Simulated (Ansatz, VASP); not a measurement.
**One calculation of Si6Ru, two programs**

```
Si Ru
1.0
     0.00000    3.65849    2.75503
     5.13369    0.00000    2.75503
     5.13369    3.65849    0.00000
Si Ru
6 1
Direct
  0.48652 0.86417 0.88008
  0.86417 0.48652 0.76924
  0.11992 0.23076 0.51348
  0.23076 0.11992 0.13583
  0.70698 0.38318 0.29302
  0.38318 0.70698 0.61682
  0.87100 0.87100 0.12900
```

Alike in both runs: functional PBE; k mesh 4 × 4 × 4; occupations gaussian, width 0.2 eV; no spin polarisation.

Ansatz relaxed the structure, and its values are those at the end. VASP's run is a single point on that final structure, the one shown.

|  | VASP | Ansatz |
| --- | --- | --- |
| version | VASP 6.6.1 | Ansatz 0.2.0 |
| potentials or method | VASP PAW PBE potentials, release 64 (Si, Ru_pv), cutoff 520 eV | scalar-relativistic, plane waves, PAW |
| valence electrons in the cell | 38 | 40 |

Ansatz gave:

* gap on the k mesh at the Fermi level (eV): none
* pressure (GPa): 0.0
* rms of the force components (eV/Å): 0.006

**Question.** Which values does VASP return?

**Answer.** gap on the k mesh at the Fermi level (eV): none; pressure (GPa): -0.1; rms of the force components (eV/Å): 0.005.

A gap of «none» marks a metal or a gap that the smearing closes. With one functional, cell and mesh, what is left measures potentials, basis and numerics. VASP's potentials hold 38 valence electrons a cell and Ansatz's 40, so a difference there can come from the potentials and not from the codes.

The k mesh is coarse, so the values compare programs but aren't converged.
